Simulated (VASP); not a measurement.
# Cr (Im-3m) in VASP: a series of runs

Cr is run at these levels: PBE; tasks: single point.

All numbers are computed with VASP 6.6.1; they aren't measurements. Logs are shortened: lines on timing, memory, paths and dates and some standing lists are left out, and cuts for length are marked.

### Step 1. The cell of the first run

It takes space group Im-3m (No. 229, cubic). The conventional cell has a = 2.770 Å, b = 2.770 Å, c = 2.770 Å, α = 90.00°, β = 90.00°, γ = 90.00°. Cr (site symmetry m-3m) has 14 Cr at 2.40 to 2.77 Å within 3.2 Å.

### Step 2. Single point, PBE, collinear spin, ferromagnetic start (volume scaled by 0.92)

INCAR reads:

```
SYSTEM = Cr
  PREC = Accurate
  ENCUT = 520
  EDIFF = 1E-7
  ISMEAR = -1
  SIGMA = 0.05
  LREAL = .False.
  LASPH = .True.
  NELM = 150
  ALGO = Normal
  ISIF = 2
  LWAVE = .False.
  LCHARG = .False.
  ISPIN = 2
  MAGMOM = 1.5
  LORBIT = 11
  LMAXMIX = 4
  GGA = PE
  NBANDS = 16
```

KPOINTS reads:

```
Automatic mesh
0
Gamma
  25 25 25
  0 0 0
```

POSCAR reads:

```
Cr
1.0
   -1.3849809459      1.3849809459      1.3849809459
    1.3849809459     -1.3849809459      1.3849809459
    1.3849809459      1.3849809459     -1.3849809459
Cr
1
Direct
    0.0000000000      0.0000000000      0.0000000000
```

Potentials or basis: VASP PAW PBE potentials, release 64 (Cr_pv).

Started as:

```
$ cat potpaw_PBE.64/Cr_pv/POTCAR > POTCAR
$ mpirun -np 1 vasp_std > vasp.out
```

OUTCAR:

```text
SYSTEM = Cr
   PREC = Accurate
   ENCUT = 520
   EDIFF = 1E-7
   ISMEAR = -1
   LREAL = .False.
   LASPH = .True.
   NELM = 150
   ISIF = 2
   ISPIN = 2
   LORBIT = 11
   GGA = PE

 ion  position               nearest neighbor table
   1  0.000  0.000  0.000-

  LATTYP: Found a body centered cubic cell.
 ALAT       =     2.7699618918

  Lattice vectors:

 A1 = (  -1.3849809459,   1.3849809459,   1.3849809459)
 A2 = (   1.3849809459,  -1.3849809459,   1.3849809459)
 A3 = (   1.3849809459,   1.3849809459,  -1.3849809459)

Analysis of symmetry for initial positions (statically):
=====================================================================
 Subroutine PRICEL returns:
 Original cell was already a primitive cell.

 Routine SETGRP: Setting up the symmetry group for a
 body centered cubic supercell.

 Subroutine GETGRP returns: Found 48 space group operations
 (whereof 48 operations were pure point group operations)
 out of a pool of 48 trial point group operations.

The static configuration has the point symmetry O_h .

Analysis of symmetry for dynamics (positions and initial velocities):
=====================================================================
 Subroutine PRICEL returns:
 Original cell was already a primitive cell.

 Routine SETGRP: Setting up the symmetry group for a
 body centered cubic supercell.

 Subroutine GETGRP returns: Found 48 space group operations
 (whereof 48 operations were pure point group operations)
 out of a pool of 48 trial point group operations.

The dynamic configuration has the point symmetry O_h .

Analysis of structural, dynamic, and magnetic symmetry:
=====================================================================
 Subroutine PRICEL returns:
 Original cell was already a primitive cell.

 Routine SETGRP: Setting up the symmetry group for a
 body centered cubic supercell.

 Subroutine GETGRP returns: Found 48 space group operations
 (whereof 48 operations were pure point group operations)
 out of a pool of 48 trial point group operations.

The overall configuration has the point symmetry O_h .

 Subroutine INISYM returns: Found 48 space group operations
 (whereof 48 operations are pure point group operations),
 and found     1 'primitive' translations

----------------------------------------------------------------------------------------

                                     Primitive cell

  volume of cell :      10.6265

  direct lattice vectors                    reciprocal lattice vectors
[... 97 lines left out ...]
   NUPDOWN=      -1.0000    fix difference up-down
   EMIN   =  10.00;   EMAX   =-10.00  energy-range for DOS
   EFERMI =   0.00;   METHOD = LEGACY
   ISMEAR =    -1;   SIGMA  =   0.05  broadening in eV -4-tet -1-fermi 0-gaus
   EFERMI_NEDOS =   21; number of points for ismear=-14 and -15
   IALGO  =     38    algorithm
   IMIX   =      4    mixing-type and parameters
     AMIX     =   0.40;   BMIX     =  1.00
     AMIX_MAG =   1.60;   BMIX_MAG =  1.00
  volume/ion in A,a.u.               =      10.63        71.71
  Fermi-wavevector in a.u.,A,eV,Ry     =   1.704792  3.221590 39.542836  2.906316
  Thomas-Fermi vector in A             =   2.784131
   LORBIT       =     11    0 simple, 1 ext, 2 COOP (PROOUT), +10 PAW based schemes
   GGA     = PE    functional components
   LHFCALC =     F    Hartree Fock is set to
   AEXX    =    0.0000 exact exchange contribution
   IVDW    =     0    specifies the selected vdW correction
   LEPSILON=     F    determine dielectric tensor
   LRPA    =     F    only Hartree local field effects (RPA)
 spin polarized calculation
  energy-cutoff  :      520.00
  volume of cell :       10.63
 maximum number of plane-waves:       321
 NGX is ok and might be reduce to    18
   NGX =  9   NGY =  9   NGZ =  9

 number of electron      12.0000006 magnetization       0.0007967

 number of electron      12.0000006 magnetization      -0.0000082

 Free energy of the ion-electron system (eV)
  ---------------------------------------------------
  ext. energy  EPLUGINS =         0.00000000
  ---------------------------------------------------
  free energy    TOTEN  =        -9.45172220 eV

  energy without entropy =       -9.44561785  energy(sigma->0) =       -9.44867003

 E-fermi :  12.2445     XC(G=0): -14.1651

 val. band max:       12.2411758845   @ k =  -0.1600   0.2000   0.0400
 cond. band min:      12.2552702206   @ k =  -0.2800   0.3600   0.2000
 fundamental gap:      0.0140943360
 Fermi energy:        12.2445406923

 spin component 1

 k-point     1 :       0.0000    0.0000    0.0000
  band No.  band energies     occupation
      1     -30.3926      1.00000
      2     -30.3926      1.00000
      3     -30.3926      1.00000
      4       4.0653      1.00000
      5      11.1854      1.00000
      6      11.1854      1.00000
[... 435 lines left out ...]
      5       9.4797      1.00000
      6      12.9842      0.00000
[... 8 lines left out ...]
     15      43.2816      0.00000
     16      45.2751      0.00000

 [... further k-points ...]

 spin component 2

 k-point     1 :       0.0000    0.0000    0.0000
  band No.  band energies     occupation
      1     -30.3927      1.00000
      2     -30.3927      1.00000
      3     -30.3927      1.00000
      4       4.0653      1.00000
      5      11.1854      1.00000
      6      11.1854      1.00000
[... 435 lines left out ...]
      5       9.4797      1.00000
      6      12.9842      0.00000
[... 8 lines left out ...]
     15      43.2816      0.00000
     16      45.2751      0.00000

 [... further k-points ...]
[... 5 lines left out ...]
  --------------------------------------------------------------------------------------
  -------------------------------------------------------------------------------------
  Total        1.6677776      1.6677776      1.6677776      0.0000000      0.0000000      0.0000000
  in kB      251.4532978    251.4532978    251.4532978      0.0000000      0.0000000      0.0000000
  external PRESSURE =     251.4532978 kB  Pullay stress =       0.0000000 kB

 VOLUME and BASIS-vectors are now :
 -----------------------------------------------------------------------------
  energy-cutoff  :      520.00
  volume of cell :       10.63
      direct lattice vectors                 reciprocal lattice vectors
    -1.384980946  1.384980946  1.384980946     0.000000000  0.361015797  0.361015797
     1.384980946 -1.384980946  1.384980946     0.361015797  0.000000000  0.361015797
     1.384980946  1.384980946 -1.384980946     0.361015797  0.361015797  0.000000000

 POSITION                                       TOTAL-FORCE (eV/Angst)
 -----------------------------------------------------------------------------------
      0.00000      0.00000      0.00000         0.000000     -0.000000      0.000000
 -----------------------------------------------------------------------------------
    total drift:                                0.000000      0.000000      0.000000

  FREE ENERGIE OF THE ION-ELECTRON SYSTEM (eV)
  ---------------------------------------------------
  free  energy   TOTEN  =        -9.4517222022 eV

  energy  without entropy=       -9.4456178495  energy(sigma->0) =       -9.44867003

 total charge

# of ion       s       p       d       tot
------------------------------------------
    1        0.473   6.462   4.322  11.256

 magnetization (x)

# of ion       s       p       d       tot
------------------------------------------
    1       -0.000   0.000  -0.000  -0.000
```

OSZICAR:

```text
N       E                     dE             d eps       ncg     rms          rms(c)
DAV:   1     0.784009781557E+02    0.78401E+02   -0.61166E+03 30024   0.868E+02
DAV:   2    -0.916201546598E+01   -0.87563E+02   -0.83182E+02 31848   0.248E+02
DAV:   3    -0.105777497191E+02   -0.14157E+01   -0.14137E+01 32576   0.346E+01
DAV:   4    -0.105820027590E+02   -0.42530E-02   -0.42530E-02 34232   0.188E+00
DAV:   5    -0.105820291047E+02   -0.26346E-04   -0.26345E-04 32984   0.133E-01    0.161E+01
DAV:   6    -0.945611882181E+01    0.11259E+01   -0.17233E+00 30000   0.247E+01    0.285E+00
DAV:   7    -0.945897190876E+01   -0.28531E-02   -0.48921E-02 31008   0.192E+00    0.160E+00
DAV:   8    -0.945511816958E+01    0.38537E-02   -0.39696E-03 32720   0.592E-01    0.807E-01
DAV:   9    -0.945159769341E+01    0.35205E-02   -0.11032E-03 32776   0.390E-01    0.196E-01
DAV:  10    -0.945172197529E+01   -0.12428E-03   -0.24554E-04 31760   0.114E-01    0.521E-02
DAV:  11    -0.945172782022E+01   -0.58449E-05   -0.55052E-06 34544   0.261E-02    0.215E-02
DAV:  12    -0.945172361892E+01    0.42013E-05   -0.96157E-07 30336   0.693E-03    0.713E-03
DAV:  13    -0.945172219297E+01    0.14259E-05   -0.19719E-07 29376   0.402E-03    0.122E-03
DAV:  14    -0.945172220221E+01   -0.92348E-08   -0.28038E-08 15784   0.167E-03
   1 F= -.94517222E+01 E0= -.94486700E+01  d E =-.610435E-02  mag=     0.0000
```

Wall time 72 s (1 thread of Intel Xeon 6975P-C (Granite Rapids), shared host); peak memory 0.22 GiB.

What came out:

```yaml
Free_energy: -9.4517 eV
Pressure: 25.1 GPa
Band_gap_on_the_k_mesh: zero (filled and empty bands overlap)
Net_moment: 0.00 μB per cell
Valence_electrons_inside_the_program's_atomic_spheres: Cr 11.26
```

Levels at points of the mesh, in eV from the Fermi level:
Spin up:
```
           k point  band 4  band 5  band 6  band 7  band 8  band 9
(0.00, 0.00, 0.00)   -8.18   -1.06   -1.06   -1.06    1.23    1.23
```
Spin down:
| k point | band 3 | band 4 | band 5 | band 6 | band 7 | band 8 | band 9 | band 10 |
| --- | --- | --- | --- | --- | --- | --- | --- | --- |
| (0.00, 0.00, 0.00) | -42.64 | -8.18 | -1.06 | -1.06 | -1.06 | 1.23 | 1.23 | 7.13 |

Caveat: the cell differs from its parent crystal (volume scaled by 0.92); the starting moments collapsed, and a magnetic state may lie lower.

### Step 3. Single point, PBE, collinear spin, ferromagnetic start (volume scaled by 0.96)

INCAR reads:

```
SYSTEM = Cr
  PREC = Accurate
  ENCUT = 520
  EDIFF = 1E-6
  ISMEAR = -1
  SIGMA = 0.05
  LREAL = .FALSE.
  LASPH = .TRUE.
  NELM = 150
  ALGO = Normal
  ISIF = 2
  LWAVE = .FALSE.
  LCHARG = .FALSE.
  ISPIN = 2
  MAGMOM = 1.5
  LORBIT = 11
  LMAXMIX = 4
  GGA = PE
  NBANDS = 16
```

KPOINTS reads:

```
regular mesh
0
G
  25 25 25
  0 0 0
```

POSCAR reads:

```
Cr
1.0
   -1.4047690615      1.4047690615      1.4047690615
    1.4047690615     -1.4047690615      1.4047690615
    1.4047690615      1.4047690615     -1.4047690615
Cr
1
Direct
    0.0000000000      0.0000000000      0.0000000000
```

Potentials or basis: VASP PAW PBE potentials, release 64 (Cr_pv).

Started as:

```
$ cat potpaw_PBE.64/Cr_pv/POTCAR > POTCAR
$ mpirun -np 1 vasp_std > vasp.out
```

OUTCAR:

```text
SYSTEM = Cr
   PREC = Accurate
   ENCUT = 520
   EDIFF = 1E-6
   ISMEAR = -1
   LREAL = .FALSE.
   LASPH = .TRUE.
   NELM = 150
   ISIF = 2
   ISPIN = 2
   LORBIT = 11
   GGA = PE

 ion  position               nearest neighbor table
   1  0.000  0.000  0.000-

  LATTYP: Found a body centered cubic cell.
 ALAT       =     2.8095381230

  Lattice vectors:

 A1 = (  -1.4047690615,   1.4047690615,   1.4047690615)
 A2 = (   1.4047690615,  -1.4047690615,   1.4047690615)
 A3 = (   1.4047690615,   1.4047690615,  -1.4047690615)

Analysis of symmetry for initial positions (statically):
=====================================================================
 Subroutine PRICEL returns:
 Original cell was already a primitive cell.

 Routine SETGRP: Setting up the symmetry group for a
 body centered cubic supercell.

 Subroutine GETGRP returns: Found 48 space group operations
 (whereof 48 operations were pure point group operations)
 out of a pool of 48 trial point group operations.

The static configuration has the point symmetry O_h .

Analysis of symmetry for dynamics (positions and initial velocities):
=====================================================================
 Subroutine PRICEL returns:
 Original cell was already a primitive cell.

 Routine SETGRP: Setting up the symmetry group for a
 body centered cubic supercell.

 Subroutine GETGRP returns: Found 48 space group operations
 (whereof 48 operations were pure point group operations)
 out of a pool of 48 trial point group operations.

The dynamic configuration has the point symmetry O_h .

Analysis of structural, dynamic, and magnetic symmetry:
=====================================================================
 Subroutine PRICEL returns:
 Original cell was already a primitive cell.

 Routine SETGRP: Setting up the symmetry group for a
 body centered cubic supercell.

 Subroutine GETGRP returns: Found 48 space group operations
 (whereof 48 operations were pure point group operations)
[... 128 lines left out ...]
   IVDW    =     0    specifies the selected vdW correction
   LEPSILON=     F    determine dielectric tensor
   LRPA    =     F    only Hartree local field effects (RPA)
 spin polarized calculation
  energy-cutoff  :      520.00
  volume of cell :       11.09
 maximum number of plane-waves:       321
   NGX =  9   NGY =  9   NGZ =  9

 number of electron      12.0000013 magnetization       0.0008237

 number of electron      12.0000013 magnetization      -0.0000090

 Free energy of the ion-electron system (eV)
  ---------------------------------------------------
  ext. energy  EPLUGINS =         0.00000000
  ---------------------------------------------------
  free energy    TOTEN  =        -9.50328582 eV

  energy without entropy =       -9.49688648  energy(sigma->0) =       -9.50008615

 E-fermi :  11.5972     XC(G=0): -13.9125

 val. band max:       11.5969142612   @ k =  -0.2800   0.3600   0.1600
 cond. band min:      11.5981851836   @ k =  -0.1600   0.2000   0.0400
 fundamental gap:      0.0012709224
 Fermi energy:        11.5971562327

 spin component 1

 k-point     1 :       0.0000    0.0000    0.0000
  band No.  band energies     occupation
      1     -31.1002      1.00000
      2     -31.1002      1.00000
      3     -31.1002      1.00000
      4       3.5654      1.00000
      5      10.6031      1.00000
      6      10.6031      1.00000
[... 435 lines left out ...]
      5       8.9965      1.00000
      6      12.2499      0.00000
[... 8 lines left out ...]
     15      41.6147      0.00000
     16      43.9472      0.00000

 [... further k-points ...]

 spin component 2

 k-point     1 :       0.0000    0.0000    0.0000
  band No.  band energies     occupation
      1     -31.1002      1.00000
      2     -31.1002      1.00000
      3     -31.1002      1.00000
      4       3.5654      1.00000
      5      10.6031      1.00000
      6      10.6031      1.00000
[... 435 lines left out ...]
      5       8.9965      1.00000
      6      12.2499      0.00000
[... 8 lines left out ...]
     15      41.6147      0.00000
     16      43.9472      0.00000

 [... further k-points ...]
[... 5 lines left out ...]
  --------------------------------------------------------------------------------------
  -------------------------------------------------------------------------------------
  Total        0.7583005      0.7583005      0.7583005      0.0000000      0.0000000     -0.0000000
  in kB      109.5663413    109.5663413    109.5663413      0.0000000      0.0000000     -0.0000000
  external PRESSURE =     109.5663413 kB  Pullay stress =       0.0000000 kB

 VOLUME and BASIS-vectors are now :
 -----------------------------------------------------------------------------
  energy-cutoff  :      520.00
  volume of cell :       11.09
      direct lattice vectors                 reciprocal lattice vectors
    -1.404769061  1.404769061  1.404769061     0.000000000  0.355930390  0.355930390
     1.404769061 -1.404769061  1.404769061     0.355930390  0.000000000  0.355930390
     1.404769061  1.404769061 -1.404769061     0.355930390  0.355930390  0.000000000

 POSITION                                       TOTAL-FORCE (eV/Angst)
 -----------------------------------------------------------------------------------
      0.00000      0.00000      0.00000         0.000000      0.000000      0.000000
 -----------------------------------------------------------------------------------
    total drift:                                0.000000      0.000000      0.000000

  FREE ENERGIE OF THE ION-ELECTRON SYSTEM (eV)
  ---------------------------------------------------
  free  energy   TOTEN  =        -9.5032858223 eV

  energy  without entropy=       -9.4968864826  energy(sigma->0) =       -9.50008615

 total charge

# of ion       s       p       d       tot
------------------------------------------
    1        0.456   6.432   4.263  11.152

 magnetization (x)

# of ion       s       p       d       tot
------------------------------------------
    1       -0.000   0.000  -0.000  -0.000
```

It took 59 s on 1 thread of Intel Xeon 6975P-C (Granite Rapids), shared host; peak memory 0.22 GiB.

Results:

```yaml
Free_energy: -9.5033 eV
Pressure: 11.0 GPa
Band_gap_on_the_k_mesh: zero (filled and empty bands overlap)
Net_moment: 0.00 μB per cell
Valence_electrons_inside_the_program's_atomic_spheres: Cr 11.15
```

Levels at points of the mesh, in eV from the Fermi level:
Spin up:
```csv
k point,band 3,band 4,band 5,band 6,band 7,band 8,band 9,band 10
"(0.00, 0.00, 0.00)",-42.70,-8.03,-0.99,-0.99,-0.99,1.17,1.17,7.11
```
Spin down:
```csv
k point,band 3,band 4,band 5,band 6,band 7,band 8,band 9,band 10
"(0.00, 0.00, 0.00)",-42.70,-8.03,-0.99,-0.99,-0.99,1.17,1.17,7.11
```

Caveat: the cell differs from its parent crystal (volume scaled by 0.96); the starting moments collapsed, and a magnetic state may lie lower.

### Step 4. Single point, PBE, collinear spin, ferromagnetic start

This run uses another cell than the first one, of 11.55 Å³/atom, 1.087 times its volume.

INCAR reads:

```
SYSTEM = Cr
PREC = Accurate ; ENCUT = 520
EDIFF = 1E-7 ; ISMEAR = -1
SIGMA = 0.05 ; LREAL = .FALSE.
LASPH = .TRUE. ; NELM = 150
ALGO = Normal ; ISIF = 2
LWAVE = .FALSE. ; LCHARG = .TRUE.
ISPIN = 2 ; MAGMOM = 1.5
LORBIT = 11 ; LMAXMIX = 4
GGA = PE ; LELF = .TRUE.
LVHAR = .TRUE. ; NBANDS = 16
```

KPOINTS is that of step 3.

POSCAR reads:

```
Cr
1.0
   -1.4240148648      1.4240148648      1.4240148648
    1.4240148648     -1.4240148648      1.4240148648
    1.4240148648      1.4240148648     -1.4240148648
Cr
1
Direct
    0.0000000000      0.0000000000      0.0000000000
```

Started as:

```
$ cat potpaw_PBE.64/Cr_pv/POTCAR > POTCAR
$ mpirun -np 1 vasp_std > vasp.out
```

Wall time 79 s (1 thread of Intel Xeon 6975P-C (Granite Rapids), shared host); peak memory 0.22 GiB.

The run converged. Its results:

```
Free energy                                           : -9.5180 eV
Pressure                                              : -0.5 GPa
Band gap on the k mesh                                : zero (filled and empty bands overlap)
Net moment                                            : 0.00 μB per cell
Valence electrons inside the program's atomic spheres : Cr 11.06
```

Levels at points of the mesh, in eV from the Fermi level:
Spin up:
| k point | band 3 | band 4 | band 5 | band 6 | band 7 | band 8 | band 9 | band 10 |
| --- | --- | --- | --- | --- | --- | --- | --- | --- |
| (0.00, 0.00, 0.00) | -42.75 | -7.88 | -0.94 | -0.94 | -0.94 | 1.12 | 1.12 | 7.08 |
Spin down:
| k point | band 2 | band 3 | band 4 | band 5 | band 6 | band 7 | band 8 | band 9 | band 10 | band 11 |
| --- | --- | --- | --- | --- | --- | --- | --- | --- | --- | --- |
| (0.00, 0.00, 0.00) | -42.75 | -42.75 | -7.88 | -0.94 | -0.94 | -0.94 | 1.12 | 1.12 | 7.08 | 22.28 |

Caveat: the starting moments collapsed, and a magnetic state may lie lower.
